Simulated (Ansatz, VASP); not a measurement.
# One calculation of V, two programs

File INCAR:

```
SYSTEM = V
PREC = Accurate
ENCUT = 600
EDIFF = 1E-7
ISMEAR = -1
SIGMA = 0.05
LREAL = .False.
LASPH = .True.
NELM = 150
ALGO = Normal
ISIF = 3
LWAVE = .False.
LCHARG = .False.
ISPIN = 2
MAGMOM = 2
LORBIT = 11
LMAXMIX = 4
GGA = PS
IBRION = 2
NSW = 80
EDIFFG = -0.005
```

Contents of KPOINTS:

```
regular mesh
0
Gamma
  9 9 9
  0 0 0
```

The input POSCAR:

```
V
1.0
   -1.5143500000      1.5143500000      1.5143500000
    1.5143500000     -1.5143500000      1.5143500000
    1.5143500000      1.5143500000     -1.5143500000
V
1
Direct
    0.0000000000      0.0000000000      0.0000000000
```

input.yaml

```yaml
crystal:
  lattice:
    - [-1.51435, 1.51435, 1.51435]
    - [1.51435, -1.51435, 1.51435]
    - [1.51435, 1.51435, -1.51435]
  atoms:
    - { symbol: V, position: [0.0, 0.0, 0.0], spin: 2.0 }
kpoints:
  mp_grid: { grid: [9, 9, 9] }
scf:
  occupations: { method: fermi_dirac, width: 0.05 }
hamiltonian:
  xc: pbesol
  pseudopotentials: { kind: all_electron, lapw: { basis_error: 0.001 } }
magnetization:
  spin_polarized: true
output:
  forces: true
  stress: true
relax:
  f_tol: 0.005
  max_steps: 60
  cell: {}
```

Alike in both runs: task relaxation of cell and atoms; functional PBEsol; k mesh 9 × 9 × 9; occupations fermi-dirac, width 0.05 eV; collinear spin.

|  | VASP | Ansatz |
| --- | --- | --- |
| version | VASP 6.6.1 | Ansatz 0.2.0 |
| potentials or method | VASP PAW PBE potentials, release 64 (V_sv), cutoff 600 eV | all-electron LAPW, scalar-relativistic |

```csv
,VASP,Ansatz,Ansatz less VASP
net moment per atom (μB),0.00,0.00,0.000
relaxed volume (Å³/atom),12.89,12.88,-0.009
relaxed cell length with the largest relative difference (Å),2.558,2.558,-0.0006
```

VASP's potentials were made for PBE, not for PBEsol. Ansatz ran all-electron here, and VASP with PAW potentials.

Noted on Ansatz's run: the k mesh is thin for a metal, which can move the energy by tens of meV per atom.
